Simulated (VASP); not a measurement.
# NbH2 (R-3m) in VASP: notebook

The runs below take NbH2 through single point, with PBEsol.

All numbers are computed with VASP 6.6.1; they aren't measurements. Logs are shortened: lines on timing, memory, paths and dates and some standing lists are left out, and cuts for length are marked.

### 1 The cell of the first run

The structure is trigonal, space group R-3m (No. 166). The conventional cell has a = 3.235 Å, b = 3.235 Å, c = 7.019 Å, α = 90.00°, β = 90.00°, γ = 120.00°. Nb (site symmetry -3m) has 8 H at 1.75 to 1.96 Å within 2.3 Å. H (site symmetry 3m) has 4 Nb at 1.75 to 1.96 Å and 6 H at 2.20 Å within 2.3 Å.

### 2 Single point, PBEsol (7.07 Å³/atom)

INCAR

```
PREC = Accurate
ENCUT = 520
EDIFF = 1E-6
ISMEAR = 0
SIGMA = 0.15
LREAL = F
LASPH = T
NELM = 100
ALGO = Normal
ISIF = 2
LWAVE = F
LCHARG = T
GGA = PS
LELF = T
LVHAR = T
NBANDS = 14
```

KPOINTS

```
regular mesh
0
Gamma
  16 16 16
```

POSCAR

```
NbH2
1.0
   -0.1743098877      2.1132214469      2.1132214469
    2.1132214469     -0.1743098877      2.1132214469
    2.1132214469      2.1132214469     -0.1743098877
Nb H
1 2
Direct
    0.0000000000      0.0000000000      0.0000000000
    0.2500000000      0.2500000000      0.2500000000
    0.7500000000      0.7500000000      0.7500000000
```

Potentials or basis: VASP PAW PBE potentials, release 64 (Nb_sv, H).

Started as:

```console
$ cat potpaw_PBE.64/Nb_sv/POTCAR potpaw_PBE.64/H/POTCAR > POTCAR
$ mpirun -np 1 vasp_std > vasp.out
```

OUTCAR:

```text
PREC = Accurate
   ENCUT = 520
   EDIFF = 1E-6
   ISMEAR = 0
   LREAL = F
   LASPH = T
   NELM = 100
   ISIF = 2
   GGA = PS

 ion  position               nearest neighbor table
   1  0.000  0.000  0.000-   2 1.75   3 1.75   3 1.96   3 1.96   3 1.96   2 1.96   2 1.96   2 1.96

   2  0.250  0.250  0.250-   1 1.75   1 1.96   1 1.96   1 1.96
   3  0.750  0.750  0.750-   1 1.75   1 1.96   1 1.96   1 1.96

  LATTYP: Found a trigonal (rhomboedric) cell.
 ALAT       =     2.9936255117
 COS(alpha) =     0.4160990780

  Lattice vectors:

 A1 = (  -0.1743098877,   2.1132214469,   2.1132214469)
 A2 = (   2.1132214469,  -0.1743098877,   2.1132214469)
 A3 = (   2.1132214469,   2.1132214469,  -0.1743098877)

Analysis of symmetry for initial positions (statically):
=====================================================================
 Subroutine PRICEL returns:
 Original cell was already a primitive cell.

 Routine SETGRP: Setting up the symmetry group for a
 trigonal (rhombohedral) supercell.

 Subroutine GETGRP returns: Found 12 space group operations
 (whereof 12 operations were pure point group operations)
 out of a pool of 12 trial point group operations.

The static configuration has the point symmetry D_3d.

Analysis of symmetry for dynamics (positions and initial velocities):
=====================================================================
 Subroutine PRICEL returns:
 Original cell was already a primitive cell.

 Routine SETGRP: Setting up the symmetry group for a
 trigonal (rhombohedral) supercell.

 Subroutine GETGRP returns: Found 12 space group operations
 (whereof 12 operations were pure point group operations)
 out of a pool of 12 trial point group operations.

The dynamic configuration has the point symmetry D_3d.

 Subroutine INISYM returns: Found 12 space group operations
 (whereof 12 operations are pure point group operations),
 and found     1 'primitive' translations

----------------------------------------------------------------------------------------

                                     Primitive cell

  volume of cell :      21.2040

  direct lattice vectors                    reciprocal lattice vectors
    -0.174309888  2.113221447  2.113221447    -0.209173785  0.227978696  0.227978696
     2.113221447 -0.174309888  2.113221447     0.227978696 -0.209173785  0.227978696
     2.113221447  2.113221447 -0.174309888     0.227978696  0.227978696 -0.209173785

  length of vectors
     2.993625512  2.993625512  2.993625512     0.384320497  0.384320497  0.384320497

  position of ions in fractional coordinates (direct lattice)
     0.000000000  0.000000000  0.000000000
     0.250000000  0.250000000  0.250000000
     0.750000000  0.750000000  0.750000000

  ion indices of the primitive-cell ions
   primitive index   ion index
                 1           1
                 2           2
                 3           3

----------------------------------------------------------------------------------------

 KPOINTS: regular mesh

Automatic generation of k-mesh.
 Grid dimensions read from file:
 generate k-points for:   16   16   16

 Generating k-lattice:

  Cartesian coordinates                     Fractional coordinates (reciprocal lattice)
    -0.013073362  0.014248669  0.014248669     0.062500000  0.000000000  0.000000000
     0.014248669 -0.013073362  0.014248669     0.000000000  0.062500000  0.000000000
     0.014248669  0.014248669 -0.013073362     0.000000000  0.000000000  0.062500000

  Length of vectors
     0.024020031  0.024020031  0.024020031

  Shift w.r.t. Gamma in fractional coordinates (k-lattice)
     0.000000000  0.000000000  0.000000000

 Subroutine IBZKPT returns following result:
 ===========================================

 Found    417 irreducible k-points:

 Following reciprocal coordinates:
            Coordinates               Weight
  0.000000  0.000000  0.000000      1.000000
  0.062500  0.000000  0.000000      6.000000
  0.125000  0.000000  0.000000      6.000000
  0.187500  0.000000 -0.000000      6.000000
  0.250000  0.000000  0.000000      6.000000
  0.312500  0.000000  0.000000      6.000000
[... 16 lines left out ...]
 -0.125000  0.062500 -0.000000     12.000000
 -0.062500  0.062500  0.000000      6.000000
 [... further k-points ...]
   k-points           NKPTS =    417   k-points in BZ     NKDIM =    417   number of bands    NBANDS=     14
   number of dos      NEDOS =    301   number of ions     NIONS =      3
   total plane-waves  NPLWV =  13824
   dimension x,y,z NGX =    24 NGY =   24 NGZ =   24
   dimension x,y,z NGXF=    48 NGYF=   48 NGZF=   48
   ions per type =               1   2
   NGX,Y,Z   is equivalent  to a cutoff of  13.33, 13.33, 13.33 a.u.
   NGXF,Y,Z  is equivalent  to a cutoff of  26.66, 26.66, 26.66 a.u.
 SYSTEM =  unknown system
   PREC   = accura    normal or accurate (medium, high low for compatibility)
   ISTART =      0    job   : 0-new  1-cont  2-samecut
   ICHARG =      2    charge: 1-file 2-atom 10-const
   ISPIN  =      1    spin polarized calculation?
   LNONCOLLINEAR =      F non collinear calculations
   LSORBIT =      F    spin-orbit coupling
   LASPH  =      T    aspherical Exc in radial PAW
   ENCUT  =  520.0 eV  38.22 Ry    6.18 a.u.   5.57  5.57  5.57*2*pi/ulx,y,z
   NELM   =    100;   NELMIN=  2; NELMDL= -5     # of ELM steps
   EDIFF  = 0.1E-05   stopping-criterion for ELM
   LREAL  =      F    real-space projection
   EDIFFG = 0.1E-04   stopping-criterion for IOM
   NSW    =      0    number of steps for IOM
   IBRION =     -1    ionic relax: 0-MD 1-quasi-New 2-CG
   NFREE  =      0    steps in history (QN), initial steepest desc. (CG)
   ISIF   =      2    stress and relaxation
   ISYM   =      2    0-nonsym 1-usesym 2-fastsym
   POTIM  = 0.5000    time-step for ionic-motion
   TEBEG  =    0.0;   TEEND  =   0.0 temperature during run
   PSTRESS=    0.0 pullay stress
   NELECT =      15.0000    total number of electrons
   NUPDOWN=      -1.0000    fix difference up-down
   EMIN   =  10.00;   EMAX   =-10.00  energy-range for DOS
   EFERMI =   0.00;   METHOD = LEGACY
   ISMEAR =     0;   SIGMA  =   0.15  broadening in eV -4-tet -1-fermi 0-gaus
   EFERMI_NEDOS =   21; number of points for ismear=-14 and -15
   IALGO  =     38    algorithm
   IMIX   =      4    mixing-type and parameters
     AMIX     =   0.40;   BMIX     =  1.00
     AMIX_MAG =   1.60;   BMIX_MAG =  1.00
  volume/ion in A,a.u.               =       7.07        47.70
  Fermi-wavevector in a.u.,A,eV,Ry     =   1.458700  2.756543 28.950554  2.127806
  Thomas-Fermi vector in A             =   2.575354
   LORBIT       =      0    0 simple, 1 ext, 2 COOP (PROOUT), +10 PAW based schemes
   GGA     = PS    functional components
   LHFCALC =     F    Hartree Fock is set to
   AEXX    =    0.0000 exact exchange contribution
   IVDW    =     0    specifies the selected vdW correction
   LEPSILON=     F    determine dielectric tensor
   LRPA    =     F    only Hartree local field effects (RPA)
 non-spin polarized calculation
 Gauss-broadening in eV      SIGMA  =   0.15
  energy-cutoff  :      520.00
  volume of cell :       21.20
 maximum number of plane-waves:       585
   NGX = 11   NGY = 11   NGZ = 11

 number of electron      14.9999998 magnetization

 Free energy of the ion-electron system (eV)
  ---------------------------------------------------
  ext. energy  EPLUGINS =         0.00000000
  ---------------------------------------------------
  free energy    TOTEN  =       -18.13499470 eV

  energy without entropy =      -18.12391480  energy(sigma->0) =      -18.12945475

 E-fermi :  11.2978     XC(G=0): -12.7151

 val. band max:       11.2846899957   @ k =  -0.3125   0.5000   0.3125
 cond. band min:      11.2998961089   @ k =  -0.0625   0.2500   0.0625
 fundamental gap:      0.0152061133
 Fermi energy:        11.2977510322

 k-point     1 :       0.0000    0.0000    0.0000
  band No.  band energies     occupation
      1     -43.8963      2.00000
      2     -19.6179      2.00000
      3     -19.6179      2.00000
      4     -19.4671      2.00000
      5       0.0460      2.00000
      6       9.1385      2.00000
      7       9.1385      2.00000
      8      10.1018      2.00000
      9      10.7594      2.00000
     10      12.9546      0.00000
     11      12.9546      0.00000
     12      24.5077      0.00000
     13      24.5077      0.00000
     14      24.6274      0.00000

 k-point     2 :       0.0625    0.0000    0.0000
  band No.  band energies     occupation
      1     -43.8914      2.00000
      2     -19.6510      2.00000
      3     -19.6199      2.00000
      4     -19.4796      2.00000
      5       0.1612      2.00000
      6       8.3800      2.00000
      7       9.1783      2.00000
      8      10.4423      2.00000
      9      11.3374      0.70855
     10      12.8920      0.00000
     11      12.9735      0.00000
     12      23.1973      0.00000
     13      24.7716      0.00000
     14      25.7875      0.00000

 k-point     3 :       0.1250    0.0000    0.0000
  band No.  band energies     occupation
      1     -43.8774      2.00000
      2     -19.7556      2.00000
      3     -19.6256      2.00000
      4     -19.5034      2.00000
      5       0.4885      2.00000
      6       7.3827      2.00000
      7       9.2805      2.00000
      8      10.6995      2.00000
      9      12.2766      0.00000
     10      12.7500      0.00000
     11      13.3033      0.00000
     12      21.9610      0.00000
     13      25.5264      0.00000
     14      26.5546      0.00000

 k-point     4 :       0.1875    0.0000   -0.0000
  band No.  band energies     occupation
      1     -43.8563      2.00000
      2     -19.9208      2.00000
      3     -19.6341      2.00000
      4     -19.5266      2.00000
      5       0.9722      2.00000
      6       6.5527      2.00000
      7       9.3932      2.00000
      8      10.9509      1.99893
      9      12.5734      0.00000
     10      12.6415      0.00000
     11      14.4217      0.00000
     12      20.9645      0.00000
     13      26.3889      0.00000
     14      26.6813      0.00000

 k-point     5 :       0.2500    0.0000    0.0000
  band No.  band energies     occupation
      1     -43.8314      2.00000
      2     -20.1154      2.00000
      3     -19.6442      2.00000
      4     -19.5486      2.00000
      5       1.5110      2.00000
      6       5.9811      2.00000
      7       9.4491      2.00000
      8      11.0904      1.94937
      9      12.6858      0.00000
     10      12.8537      0.00000
     11      15.5925      0.00000
[... 276 lines left out ...]
 k-point    22 :      -0.1875    0.0625    0.0000
  band No.  band energies     occupation
      1     -43.8469      2.00000
      2     -19.9665      2.00000
      3     -19.6672      2.00000
      4     -19.5414      2.00000
      5       1.2132      2.00000
      6       6.2515      2.00000
      7       9.4589      2.00000
      8      11.0426      1.98386
      9      12.3139      0.00000
     10      13.0502      0.00000
     11      14.9252      0.00000
     12      20.8617      0.00000
     13      25.5031      0.00000
     14      26.6524      0.00000

 k-point    23 :      -0.1250    0.0625   -0.0000
  band No.  band energies     occupation
      1     -43.8689      2.00000
      2     -19.8031      2.00000
      3     -19.6513      2.00000
      4     -19.5161      2.00000
      5       0.7074      2.00000
      6       6.9214      2.00000
      7       9.3753      2.00000
      8      10.9311      1.99945
      9      12.2153      0.00000
     10      12.9748      0.00000
     11      13.6689      0.00000
     12      21.6495      0.00000
     13      25.5303      0.00000
     14      27.0681      0.00000

 k-point    24 :      -0.0625    0.0625    0.0000
  band No.  band energies     occupation
      1     -43.8845      2.00000
      2     -19.6953      2.00000
      3     -19.6340      2.00000
      4     -19.4909      2.00000
      5       0.3344      2.00000
      6       7.7118      2.00000
      7       9.2594      2.00000
      8      10.8495      1.99998
      9      11.7048      0.00012
     10      12.9744      0.00000
     11      12.9773      0.00000
     12      22.5183      0.00000
     13      24.9166      0.00000
     14      26.9468      0.00000

 [... further k-points ...]

------------------------ aborting loop because EDIFF is reached ----------------------------------------

  FORCE on cell =-STRESS in cart. coord.  units (eV):
  Direction    XX          YY          ZZ          XY          YZ          ZX
  --------------------------------------------------------------------------------------
  -------------------------------------------------------------------------------------
  Total        3.0292476      3.0292476      3.0292476      2.2749724      2.2749724      2.2749724
  in kB      228.8903893    228.8903893    228.8903893    171.8972463    171.8972463    171.8972463
  external PRESSURE =     228.8903893 kB  Pullay stress =       0.0000000 kB

 VOLUME and BASIS-vectors are now :
 -----------------------------------------------------------------------------
  energy-cutoff  :      520.00
  volume of cell :       21.20
      direct lattice vectors                 reciprocal lattice vectors
    -0.174309888  2.113221447  2.113221447    -0.209173785  0.227978696  0.227978696
     2.113221447 -0.174309888  2.113221447     0.227978696 -0.209173785  0.227978696
     2.113221447  2.113221447 -0.174309888     0.227978696  0.227978696 -0.209173785

 POSITION                                       TOTAL-FORCE (eV/Angst)
 -----------------------------------------------------------------------------------
      0.00000      0.00000      0.00000        -0.000000     -0.000000     -0.000000
      1.01303      1.01303      1.01303         0.750483      0.750483      0.750483
      3.03910      3.03910      3.03910        -0.750483     -0.750483     -0.750483
 -----------------------------------------------------------------------------------
    total drift:                               -0.000000      0.000000      0.000000

  FREE ENERGIE OF THE ION-ELECTRON SYSTEM (eV)
  ---------------------------------------------------
  free  energy   TOTEN  =       -18.1349946950 eV

  energy  without entropy=      -18.1239147971  energy(sigma->0) =      -18.12945475
```

Run time: 34 s. Hardware: 1 thread of Intel Xeon 6975P-C (Granite Rapids), shared host; peak memory 0.24 GiB.

What came out:

| Property | Result |
| --- | --- |
| Free energy | -18.1350 eV |
| Pressure | 22.9 GPa |
| Largest force | 1.300 eV/Å |
| Band gap on the k mesh | zero (an odd number of electrons rules out a gap without spin polarisation) |

Forces in eV/Å, atoms in the order of the input:
```
Nb   0.000  0.000  0.000
H    0.750  0.750  0.750
H   -0.750 -0.750 -0.750
```

Caveat: the cell stands under pressure; the PAW data sets were made with another functional, which shifts forces and pressure a little.

### 3 Single point, PBEsol (7.27 Å³/atom)

This run uses another cell than the first one, of 7.27 Å³/atom.

INCAR

```
SYSTEM = NbH2
PREC = Accurate
ENCUT = 520
EDIFF = 1E-6
ISMEAR = 0
SIGMA = 0.15
LREAL = .False.
LASPH = .True.
NELM = 100
ALGO = Normal
ISIF = 2
LWAVE = .False.
LCHARG = .False.
GGA = PS
NBANDS = 14
```

KPOINTS

```
regular mesh
0
Gamma
  16 16 16
  0 0 0
```

POSCAR

```
NbH2
1.0
    0.2777529889      2.3650750497      2.3650750497
    2.3650750497      0.2777529889      2.3650750497
    2.3650750497      2.3650750497      0.2777529889
Nb H
1 2
Direct
    0.0000000000      0.0000000000      0.0000000000
    0.2500000000      0.2500000000      0.2500000000
    0.7500000000      0.7500000000      0.7500000000
```

Potentials or basis: VASP PAW PBE potentials, release 64 (Nb_sv, H).

Started as:

```console
$ cat potpaw_PBE.64/Nb_sv/POTCAR potpaw_PBE.64/H/POTCAR > POTCAR
$ mpirun -np 1 vasp_std > vasp.out
```

It took 66 s on 1 thread of Intel Xeon 6975P-C (Granite Rapids), shared host; peak memory 0.26 GiB.

Results (log left out):

- Free energy: -18.0019 eV
- Pressure: 20.2 GPa
- Largest force: 0.930 eV/Å
- Band gap on the k mesh: zero (an odd number of electrons rules out a gap without spin polarisation)

Forces on the atoms (eV/Å):
```
Nb   0.000  0.000  0.000
H   -0.537 -0.537 -0.537
H    0.537  0.537  0.537
```

Stress tensor (GPa, compression positive):
```
 20.21 -16.45 -16.45
-16.45  20.21 -16.45
-16.45 -16.45  20.21
```

Levels at points of the mesh, in eV from the Fermi level:
| k point | band 5 | band 6 | band 7 | band 8 | band 9 | band 10 |
| --- | --- | --- | --- | --- | --- | --- |
| (0.00, 0.00, 0.00) | -11.10 | -2.90 | -1.29 | -1.03 | -1.03 | 1.75 |
| (0.50, 0.00, 0.00) | -9.00 | -4.35 | -2.52 | -0.36 | 1.68 | 4.05 |
| (0.50, 0.50, 0.00) | -8.23 | -4.82 | -4.78 | 2.39 | 2.90 | 4.14 |
| (0.50, 0.50, 0.50) | -8.77 | -5.99 | -1.04 | -1.04 | 2.73 | 2.73 |

Caveat: the cell stands under pressure; the PAW data sets were made with another functional, which shifts forces and pressure a little.

### 4 Single point, PBEsol (7.27 Å³/atom)

This run uses another cell than the first one, of 7.27 Å³/atom.

INCAR: that of step 3 with these lines changed.

```diff
@@ -3,3 +3,3 @@
 ENCUT = 520
-EDIFF = 1E-6
+EDIFF = 1E-7
 ISMEAR = 0
@@ -8,3 +8,3 @@
 LASPH = .True.
-NELM = 100
+NELM = 60
 ALGO = Normal
```

KPOINTS

```
Automatic mesh
0
Gamma
  16 16 16
  0 0 0
```

POSCAR

```
NbH2
1.0
   -0.2614233906      2.0951576548      2.0951576548
    2.0951576548     -0.2614233906      2.0951576548
    2.0951576548      2.0951576548     -0.2614233906
Nb H
1 2
Direct
    0.0000000000      0.0000000000      0.0000000000
    0.2500000000      0.2500000000      0.2500000000
    0.7500000000      0.7500000000      0.7500000000
```

Started as:

```console
$ cat potpaw_PBE.64/Nb_sv/POTCAR potpaw_PBE.64/H/POTCAR > POTCAR
$ mpirun -np 1 vasp_std > vasp.out
```

Run time: 37 s. Hardware: 1 thread of Intel Xeon 6975P-C (Granite Rapids), shared host; peak memory 0.24 GiB.

It converged, with:

```
Free energy            : -17.8813 eV
Pressure               : 20.6 GPa
Largest force          : 2.146 eV/Å
Band gap on the k mesh : zero (an odd number of electrons rules out a gap without spin polarisation)
```

Forces on the atoms (eV/Å):
```
Nb   0.000  0.000  0.000
H    1.239  1.239  1.239
H   -1.239 -1.239 -1.239
```

Stress tensor (GPa, compression positive):
```
20.63 24.14 24.14
24.14 20.63 24.14
24.14 24.14 20.63
```

Levels at points of the mesh, in eV from the Fermi level:
```
           k point  band 3  band 4  band 5  band 6  band 7  band 8  band 9  band 10  band 11  band 12
(0.00, 0.00, 0.00)  -31.03  -30.88  -11.11   -2.46   -2.46   -1.13   -0.15     1.72     1.72    12.85
(0.50, 0.00, 0.00)  -31.05  -30.98   -8.83   -5.19   -2.33    0.09    2.02     2.58     5.59     6.69
(0.50, 0.50, 0.00)  -31.45  -31.09   -8.23   -4.77   -4.74    2.47    2.58     4.16     6.11     9.41
(0.50, 0.50, 0.50)  -31.30  -31.30   -9.23   -3.37   -1.97   -1.97    3.73     3.73     4.21     8.46
```

Caveat: the cell stands under pressure; the PAW data sets were made with another functional, which shifts forces and pressure a little.

### 5 Overview

```tsv
cell	gap on the mesh (eV)	pressure (GPa)	largest force (eV/Å)
a = 2.994 Å, angles 65.4°, 3 atoms	none	22.9	1.30
a = 3.356 Å, angles 52.2°, 3 atoms	none	20.2	0.93
a = 2.975 Å, angles 68.1°, 3 atoms	none	20.6	2.15
```

Alike in all rows: task single point; level PBEsol; potentials or basis VASP PAW PBE potentials, release 64 (Nb_sv, H); no spin polarisation; k mesh 16 × 16 × 16; cutoff (eV) 520; smearing gaussian 0.15 eV.

Caveats: the cell stands under pressure; the PAW data sets were made with another functional, which shifts forces and pressure a little.

Absolute energies hang on the potentials; compare differences alone.
